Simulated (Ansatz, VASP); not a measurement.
## In in VASP and in Ansatz

File INCAR:

```
SYSTEM = In
PREC = Accurate
ENCUT = 520
EDIFF = 1E-8
ISMEAR = -1
SIGMA = 0.05
LREAL = .False.
LASPH = .True.
NELM = 80
ALGO = Normal
ISIF = 2
LWAVE = .False.
LCHARG = .False.
GGA = PE
LEFG = .True.
NBANDS = 26
```

File KPOINTS:

```
regular mesh
0
Gamma
  14 14 14
  0 0 0
```

POSCAR

```
In
1.0
    1.7030295529      0.9832445708      8.2074632500
   -1.7030295529      0.9832445708      8.2074632500
    0.0000000000     -1.9664891416      8.2074632500
In
3
Direct
    0.0000000000      0.0000000000      0.0000000000
    0.7780122400      0.7780122400      0.7780122400
    0.2219877600      0.2219877600      0.2219877600
```

Input for Ansatz:

```yaml
crystal:
  lattice:
    - [1.7030295529, 0.9832445708, 8.20746325]
    - [-1.7030295529, 0.9832445708, 8.20746325]
    - [0.0, -1.9664891416, 8.20746325]
  atoms:
    - { symbol: In, position: [0.0, 0.0, 0.0] }
    - { symbol: In, position: [0.77801224, 0.77801224, 0.77801224] }
    - { symbol: In, position: [0.22198776, 0.22198776, 0.22198776] }
kpoints:
  mp_grid: { grid: [14, 14, 14] }
scf:
  occupations: { method: fermi_dirac, width: 0.05 }
hamiltonian:
  xc: pbe
  pseudopotentials: { kind: paw }
output:
  forces: true
  stress: true
  eigenvalues: true
  efg: { contact_densities: true }
```

Change from the starting cell: equal xx and yy strain of +2 %, PAW files.

Alike in both runs: task electric field gradients; functional PBE; k mesh 14 × 14 × 14; occupations fermi-dirac, width 0.05 eV; no spin polarisation.

```csv
,VASP,Ansatz
version,VASP 6.6.1,Ansatz 0.2.0
potentials or method,"VASP PAW PBE potentials, release 64 (In_d)","PAW with Ansatz's default frozen-core files, scalar-relativistic"
plane-wave cutoff (eV),520,420
valence electrons in the cell,39,39
```

VASP gave:

- pressure (GPa): 0.1
- traceless stress, the component that is largest in VASP (GPa): 0.31
- size of Vzz on the site where it differs most (V/Å²): 10.4

Question: What did Ansatz give for the same quantities?

Answer: Pressure (GPa): 0.2; traceless stress, the component that is largest in VASP (GPa): 0.31; size of Vzz on the site where it differs most (V/Å²): 10.7.
